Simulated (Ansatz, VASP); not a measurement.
Two plane-wave programs on SiO2

```
CELL_PARAMETERS angstrom
5.25854 0.00000 0.00000
-2.62927 4.55403 0.00000
0.00000 0.00000 5.58505
ATOMIC_POSITIONS crystal
Si 0.00000 0.50000 0.33333
Si 0.50000 0.50000 0.66667
Si 0.50000 0.00000 0.00000
O 0.58396 0.79198 0.83333
O 0.79198 0.58396 0.50000
O 0.79198 0.20802 0.16667
O 0.41604 0.20802 0.83333
O 0.20802 0.41604 0.50000
O 0.20802 0.79198 0.16667
```

Change from the starting cell: strain +0.030 along x and y, +0.000 along z, atoms carried along.

Alike in both runs: task single point; functional PBE; k mesh 6 × 6 × 4; occupations gaussian, width 0.05 eV; no spin polarisation.

```csv
,VASP,Ansatz
version,VASP 6.6.1,Ansatz 0.2.0
potentials or method,"VASP PAW PBE potentials, release 64 (Si, O), cutoff 520 eV","scalar-relativistic, plane waves, PAW"
valence electrons in the cell,48,48
```

Ansatz gave:

| Quantity | Value |
| --- | --- |
| gap on the k mesh at the Fermi level (eV) | 5.10 |
| least direct gap on the mesh (eV) | 5.33 |
| pressure (GPa) | -9.1 |
| traceless stress, the component that is largest in VASP (GPa) | 1.47 |
| rms of the force components (eV/Å) | 0.197 |

Q: What did VASP give for the same quantities?

A: gap on the k mesh at the Fermi level (eV): 5.10; least direct gap on the mesh (eV): 5.33; pressure (GPa): -9.1; traceless stress, the component that is largest in VASP (GPa): 1.50; rms of the force components (eV/Å): 0.203.

Atom by atom the forces differ by 0.006 eV/Å (rms over components).
